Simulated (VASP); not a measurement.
# Co (P-3m1) in VASP: notebook

Aim: see how the results for Co move with the level of theory and the settings. Levels: r2SCAN, PBEsol. Tasks: single point.

Everything below comes from runs of VASP 6.6.1. Logs are shortened: lines on timing, memory, paths and dates and some standing lists are left out, and cuts for length are marked.

## 1. The cell of the first run

The structure is trigonal, space group P-3m1 (No. 164). Conventional cell: a = 2.536 Å, b = 2.536 Å, c = 4.143 Å, α = 90.00°, β = 90.00°, γ = 120.00°. Within 3.3 Å of Co (site symmetry 3m) lie 12 Co at 2.47 to 2.60 Å.

## 2. Single point, r2SCAN, collinear spin, ferromagnetic start

POSCAR

```
Co
1.0
    2.5361491194      0.0000000000      0.0000000000
   -1.2680745597      2.1963695652      0.0000000000
    0.0000000000      0.0000000000      4.1429820789
Co
2
Direct
    0.3333333333      0.6666666667      0.7401390000
    0.6666666667      0.3333333333      0.2598610000
```

INCAR.step1

```
SYSTEM = Co
PREC     = Accurate       ! precision mode
ENCUT    = 520            ! plane-wave cutoff, eV
ISMEAR   = -1             ! smearing method
SIGMA    = 0.05           ! smearing width, eV
LREAL    = .False.        ! projectors in reciprocal space
LASPH    = .True.         ! aspherical terms in the spheres
NELM     = 150            ! most SCF steps
ISPIN    = 2              ! spin polarisation
MAGMOM   = 2 2            ! initial moments
LMAXMIX  = 4              ! l up to which the mixer works
NBANDS   = 20             ! bands
GGA      = PE             ! functional
ALGO     = Normal         ! electronic algorithm
EDIFF    = 1E-4           ! SCF threshold, eV
LWAVE    = .True.         ! write WAVECAR
LCHARG   = .False.        ! write CHGCAR
```

INCAR.step2

```
SYSTEM = Co
PREC     = Accurate       ! precision mode
ENCUT    = 520            ! plane-wave cutoff, eV
EDIFF    = 1E-6           ! SCF threshold, eV
ISMEAR   = -1             ! smearing method
SIGMA    = 0.05           ! smearing width, eV
LREAL    = .False.        ! projectors in reciprocal space
LASPH    = .True.         ! aspherical terms in the spheres
NELM     = 150            ! most SCF steps
ALGO     = Normal         ! electronic algorithm
ISIF     = 2              ! what is computed and relaxed
LWAVE    = .False.        ! write WAVECAR
LCHARG   = .True.         ! write CHGCAR
ISPIN    = 2              ! spin polarisation
MAGMOM   = 2 2            ! initial moments
LORBIT   = 11             ! projections on sites
LMAXMIX  = 4              ! l up to which the mixer works
METAGGA  = R2SCAN         ! meta-GGA
LMIXTAU  = .True.       
LELF     = .True.         ! ELF
LVHAR    = .True.       
NBANDS   = 20             ! bands
ISTART   = 1
```

KPOINTS

```
Automatic mesh
0
Gamma
  12 12 7
  0 0 0
```

Potentials or basis: VASP PAW PBE potentials, release 64 (Co).

Launch:

```sh
cat potpaw_PBE.64/Co/POTCAR > POTCAR
cp INCAR.step1 INCAR
mpirun -np 1 vasp_std > vasp.out
cp INCAR.step2 INCAR
mpirun -np 1 vasp_std > vasp.out
```

OUTCAR:

```text
SYSTEM = Co
   PREC = Accurate
   ENCUT = 520
   EDIFF = 1E-6
   ISMEAR = -1
   LREAL = .False.
   LASPH = .True.
   NELM = 150
   ISIF = 2
   ISPIN = 2
   LORBIT = 11
   METAGGA = R2SCAN
   ISTART = 1

 ion  position               nearest neighbor table
   1  0.333  0.667  0.740-   2 2.47   2 2.47   2 2.47   2 2.60   2 2.60   2 2.60
   2  0.667  0.333  0.260-   1 2.47   1 2.47   1 2.47   1 2.60   1 2.60   1 2.60

  LATTYP: Found a hexagonal cell.
 ALAT       =     2.5361491194
 C/A-ratio  =     1.6335719565

  Lattice vectors:

 A1 = (   2.5361491194,   0.0000000000,   0.0000000000)
 A2 = (  -1.2680745597,   2.1963695652,   0.0000000000)
 A3 = (   0.0000000000,   0.0000000000,   4.1429820789)

Analysis of symmetry for initial positions (statically):
=====================================================================
 Subroutine PRICEL returns:
 Original cell was already a primitive cell.

 Routine SETGRP: Setting up the symmetry group for a
 hexagonal supercell.

 Subroutine GETGRP returns: Found 12 space group operations
 (whereof 12 operations were pure point group operations)
 out of a pool of 24 trial point group operations.

The static configuration has the point symmetry D_3d.

Analysis of symmetry for dynamics (positions and initial velocities):
=====================================================================
 Subroutine PRICEL returns:
 Original cell was already a primitive cell.

 Routine SETGRP: Setting up the symmetry group for a
 hexagonal supercell.

 Subroutine GETGRP returns: Found 12 space group operations
 (whereof 12 operations were pure point group operations)
 out of a pool of 24 trial point group operations.

The dynamic configuration has the point symmetry D_3d.

Analysis of structural, dynamic, and magnetic symmetry:
=====================================================================
 Subroutine PRICEL returns:
 Original cell was already a primitive cell.

 Routine SETGRP: Setting up the symmetry group for a
 hexagonal supercell.

 Subroutine GETGRP returns: Found 12 space group operations
 (whereof 12 operations were pure point group operations)
 out of a pool of 24 trial point group operations.

The overall configuration has the point symmetry D_3d.

 Subroutine INISYM returns: Found 12 space group operations
 (whereof 12 operations are pure point group operations),
 and found     1 'primitive' translations

[... 109 lines left out ...]
   ISMEAR =    -1;   SIGMA  =   0.05  broadening in eV -4-tet -1-fermi 0-gaus
   EFERMI_NEDOS =   21; number of points for ismear=-14 and -15
   IALGO  =     38    algorithm
   IMIX   =      4    mixing-type and parameters
     AMIX     =   0.40;   BMIX     =  1.00
     AMIX_MAG =   1.60;   BMIX_MAG =  1.00
  volume/ion in A,a.u.               =      11.54        77.87
  Fermi-wavevector in a.u.,A,eV,Ry     =   1.506958  2.847738 30.897789  2.270923
  Thomas-Fermi vector in A             =   2.617607
   LORBIT       =     11    0 simple, 1 ext, 2 COOP (PROOUT), +10 PAW based schemes
   METAGGA = R2SCAN    functional components
   LHFCALC =     F    Hartree Fock is set to
   AEXX    =    0.0000 exact exchange contribution
   IVDW    =     0    specifies the selected vdW correction
   LEPSILON=     F    determine dielectric tensor
   LRPA    =     F    only Hartree local field effects (RPA)
 spin polarized calculation
  energy-cutoff  :      520.00
  volume of cell :       23.08
 maximum number of plane-waves:       640
 NGX is ok and might be reduce to    20
   NGX =  9   NGY =  9   NGZ = 15

 number of electron      17.9999995 magnetization       3.6024087

 Free energy of the ion-electron system (eV)
  ---------------------------------------------------
  ext. energy  EPLUGINS =         0.00000000
  ---------------------------------------------------
  free energy    TOTEN  =       -26.34706819 eV

  energy without entropy =      -26.33933523  energy(sigma->0) =      -26.34320171

 E-fermi :   9.5521     XC(G=0): -14.2600

 val. band max:        9.5476375854   @ k =  -0.0833   0.2500   0.4286
 cond. band min:       9.5853630429   @ k =  -0.0833   0.2500   0.2857
 fundamental gap:      0.0377254575
 Fermi energy:         9.5520980869

 spin component 1

 k-point     1 :       0.0000    0.0000    0.0000
  band No.  band energies     occupation
      1       0.4970      1.00000
      2       3.9696      1.00000
      3       6.1438      1.00000
      4       6.1439      1.00000
      5       6.1467      1.00000
      6       6.4451      1.00000
[... 541 lines left out ...]
     19      35.6985      0.00000
     20      36.5948      0.00000

 [... further k-points ...]

 spin component 2

 k-point     1 :       0.0000    0.0000    0.0000
  band No.  band energies     occupation
      1      -0.0886      1.00000
      2       5.1495      1.00000
      3       8.4110      1.00000
      4       8.7039      1.00000
      5       8.7039      1.00000
      6       8.8004      1.00000
[... 541 lines left out ...]
     19      36.3892      0.00000
     20      37.3622      0.00000

 [... further k-points ...]
[... 5 lines left out ...]
  --------------------------------------------------------------------------------------
  -------------------------------------------------------------------------------------
  Total       -2.1371196     -2.1371196     -1.8508744      0.0000000      0.0000000      0.0000000
  in kB     -148.3700173   -148.3700173   -128.4973770      0.0000000      0.0000000      0.0000000
  external PRESSURE =    -141.7458039 kB  Pullay stress =       0.0000000 kB

 VOLUME and BASIS-vectors are now :
 -----------------------------------------------------------------------------
  energy-cutoff  :      520.00
  volume of cell :       23.08
      direct lattice vectors                 reciprocal lattice vectors
     2.536149119  0.000000000  0.000000000     0.394298581  0.227648392  0.000000000
    -1.268074560  2.196369565  0.000000000     0.000000000  0.455296784  0.000000000
     0.000000000  0.000000000  4.142982079     0.000000000  0.000000000  0.241372031

 POSITION                                       TOTAL-FORCE (eV/Angst)
 -----------------------------------------------------------------------------------
     -0.00000      1.46425      3.06638         0.000000      0.000000      0.024115
      1.26807      0.73212      1.07660        -0.000000      0.000000     -0.024115
 -----------------------------------------------------------------------------------
    total drift:                               -0.000000      0.000000      0.000000

  FREE ENERGIE OF THE ION-ELECTRON SYSTEM (eV)
  ---------------------------------------------------
  free  energy   TOTEN  =       -26.3470681868 eV

  energy  without entropy=      -26.3393352304  energy(sigma->0) =      -26.34320171

 total charge

# of ion       s       p       d       tot
------------------------------------------
    1        0.488   0.514   7.182   8.184
    2        0.488   0.514   7.182   8.184
--------------------------------------------------
tot          0.976   1.029  14.364  16.368

 magnetization (x)

# of ion       s       p       d       tot
------------------------------------------
    1       -0.010  -0.080   1.971   1.881
    2       -0.010  -0.080   1.971   1.881
--------------------------------------------------
tot         -0.020  -0.160   3.943   3.763
```

OSZICAR.step1:

```text
N       E                     dE             d eps       ncg     rms          rms(c)
DAV:   1     0.858204651378E+02    0.85820E+02   -0.82722E+03  9320   0.122E+03
DAV:   2    -0.116538612931E+02   -0.97474E+02   -0.87868E+02  9068   0.214E+02
DAV:   3    -0.160424779779E+02   -0.43886E+01   -0.42077E+01 10204   0.554E+01
DAV:   4    -0.161097438417E+02   -0.67266E-01   -0.67219E-01 11056   0.603E+00
DAV:   5    -0.161116061670E+02   -0.18623E-02   -0.18622E-02 10420   0.936E-01    0.142E+01
DAV:   6    -0.145389641588E+02    0.15726E+01   -0.83329E+00 10084   0.578E+01    0.767E+00
DAV:   7    -0.140389837172E+02    0.49998E+00   -0.13793E+00 10296   0.218E+01    0.376E+00
DAV:   8    -0.140233245290E+02    0.15659E-01   -0.18205E-02 11636   0.121E+00    0.162E+00
DAV:   9    -0.140092003700E+02    0.14124E-01   -0.36423E-03 14048   0.102E+00    0.460E-01
DAV:  10    -0.140086820323E+02    0.51834E-03   -0.63230E-04 11440   0.312E-01    0.124E-01
DAV:  11    -0.140085814024E+02    0.10063E-03   -0.82013E-05  6364   0.139E-01    0.370E-02
DAV:  12    -0.140085846598E+02   -0.32574E-05   -0.32790E-05  4588   0.581E-02
   1 F= -.14008585E+02 E0= -.14001295E+02  d E =-.145791E-01  mag=     3.3410
```

Wall time 5 min (1 thread of Intel Xeon Platinum 8375C at 2.90GHz (Ice Lake), shared host); peak memory 0.21 GiB.

Results:

```
Free energy                                           : -26.3471 eV
Pressure                                              : -14.2 GPa
Largest force                                         : 0.024 eV/Å
Net moment                                            : 3.60 μB per cell
Site moments                                          : Co +1.88 μB
Valence electrons inside the program's atomic spheres : Co 8.18
```

Forces in eV/Å, atoms in the order of the input:
```
Co   0.000  0.000  0.024
Co   0.000  0.000 -0.024
```

Caveat: the cell stands under tension; the PAW data sets were made with another functional, which shifts forces and pressure a little.

## 3. Single point, PBEsol

This run uses another cell than the first one, of 10.89 Å³/atom.

INCAR

```
SYSTEM = Co
PREC = Accurate
ENCUT = 520
EDIFF = 1E-7
ISMEAR = -1
SIGMA = 0.05
LREAL = .False.
LASPH = .True.
NELM = 80
ALGO = Normal
ISIF = 2
LWAVE = .False.
LCHARG = .True.
GGA = PS
LELF = .True.
LVHAR = .True.
NBANDS = 16
```

KPOINTS is that of step 2.

POSCAR

```
Co
1.0
    2.4873648738      0.0000000000      0.0000000000
   -1.2436824369      2.1541211692      0.0000000000
    0.0000000000      0.0000000000      4.0632895034
Co
2
Direct
    0.3333333333      0.6666666667      0.7401390000
    0.6666666667      0.3333333333      0.2598610000
```

Potentials or basis: VASP PAW PBE potentials, release 64 (Co).

Launch:

```sh
cat potpaw_PBE.64/Co/POTCAR > POTCAR
mpirun -np 1 vasp_std > vasp.out
```

OUTCAR:

```text
SYSTEM = Co
   PREC = Accurate
   ENCUT = 520
   EDIFF = 1E-7
   ISMEAR = -1
   LREAL = .False.
   LASPH = .True.
   NELM = 80
   ISIF = 2
   GGA = PS

 ion  position               nearest neighbor table
   1  0.333  0.667  0.740-   2 2.42   2 2.42   2 2.42   2 2.55   2 2.55   2 2.55
   2  0.667  0.333  0.260-   1 2.42   1 2.42   1 2.42   1 2.55   1 2.55   1 2.55

  LATTYP: Found a hexagonal cell.
 ALAT       =     2.4873648738
 C/A-ratio  =     1.6335719565

  Lattice vectors:

 A1 = (   2.4873648738,   0.0000000000,   0.0000000000)
 A2 = (  -1.2436824369,   2.1541211692,   0.0000000000)
 A3 = (   0.0000000000,   0.0000000000,   4.0632895034)

Analysis of symmetry for initial positions (statically):
=====================================================================
 Subroutine PRICEL returns:
 Original cell was already a primitive cell.

 Routine SETGRP: Setting up the symmetry group for a
 hexagonal supercell.

 Subroutine GETGRP returns: Found 12 space group operations
[... 157 lines left out ...]
  ---------------------------------------------------
  ext. energy  EPLUGINS =         0.00000000
  ---------------------------------------------------
  free energy    TOTEN  =       -14.97745511 eV

  energy without entropy =      -14.92869540  energy(sigma->0) =      -14.95307525

 E-fermi :   9.9360     XC(G=0): -13.5729

 val. band max:        9.9281797954   @ k =   0.2500   0.1667   0.1429
 cond. band min:       9.9420510882   @ k =   0.2500   0.1667   0.0000
 fundamental gap:      0.0138712927
 Fermi energy:         9.9360216463

 k-point     1 :       0.0000    0.0000    0.0000
  band No.  band energies     occupation
      1       1.0873      2.00000
      2       5.2924      2.00000
      3       8.0787      2.00000
      4       8.1636      2.00000
      5       8.1636      2.00000
      6       8.4590      2.00000
[... 433 lines left out ...]
      3       7.5185      2.00000
      4       7.6733      2.00000
      5       8.0868      2.00000
      6       8.4675      2.00000
[... 8 lines left out ...]
     15      30.4977      0.00000
     16      31.1492      0.00000

 [... further k-points ...]
[... 5 lines left out ...]
  --------------------------------------------------------------------------------------
  -------------------------------------------------------------------------------------
  Total       -2.7894778     -2.7894778     -3.1156149      0.0000000      0.0000000      0.0000000
  in kB     -205.2797471   -205.2797471   -229.2804183      0.0000000      0.0000000      0.0000000
  external PRESSURE =    -213.2799708 kB  Pullay stress =       0.0000000 kB

 VOLUME and BASIS-vectors are now :
 -----------------------------------------------------------------------------
  energy-cutoff  :      520.00
  volume of cell :       21.77
      direct lattice vectors                 reciprocal lattice vectors
     2.487364874  0.000000000  0.000000000     0.402031889  0.232113220  0.000000000
    -1.243682437  2.154121169  0.000000000     0.000000000  0.464226439  0.000000000
     0.000000000  0.000000000  4.063289503     0.000000000  0.000000000  0.246106018

 POSITION                                       TOTAL-FORCE (eV/Angst)
 -----------------------------------------------------------------------------------
     -0.00000      1.43608      3.00740         0.000000      0.000000      0.522917
      1.24368      0.71804      1.05589        -0.000000     -0.000000     -0.522917
 -----------------------------------------------------------------------------------
    total drift:                                0.000000     -0.000000     -0.000000

  FREE ENERGIE OF THE ION-ELECTRON SYSTEM (eV)
  ---------------------------------------------------
  free  energy   TOTEN  =       -14.9774551103 eV

  energy  without entropy=      -14.9286953959  energy(sigma->0) =      -14.95307525
```

stdout:

```text
POSCAR found type information on POSCAR Co
 POSCAR found :  1 types and       2 ions
 scaLAPACK will be used
 -----------------------------------------------------------------------------
|                                                                             |
|                                                                             |
|     You enforced a specific xc type in the INCAR file but a different       |
|     I HOPE YOU KNOW WHAT YOU ARE DOING!                                     |
|                                                                             |
 -----------------------------------------------------------------------------

 LDA part: xc-table for (Slater+PW92), standard interpolation
 POSCAR, INCAR and KPOINTS ok, starting setup
 FFT: planning ... GRIDC
 FFT: planning ... GRID_SOFT
 FFT: planning ... GRID
 WAVECAR not read
 entering main loop
```

Run time: 49 s. Hardware: 1 thread of Intel Xeon 8259CL, shared host; peak memory 0.15 GiB.

Results:

* Free energy: -14.9775 eV
* Pressure: -21.3 GPa
* Largest force: 0.523 eV/Å
* Band gap on the k mesh: zero (bands 9 and 10 overlap by 1.31 eV)

Forces on the atoms (eV/Å):
```
Co   0.000  0.000  0.523
Co   0.000  0.000 -0.523
```

Stress tensor (GPa, compression positive):
```
-20.53   0.00   0.00
  0.00 -20.53   0.00
  0.00   0.00 -22.93
```

Caveat: the cell stands under tension; the PAW data sets were made with another functional, which shifts forces and pressure a little; the run has no spin polarisation, though such a crystal can be magnetic. Spin polarisation is off, so any magnetic state and its effect on volume and gap are missing.

The gap in the log of VASP goes by the Fermi energy; the results here count the filled bands.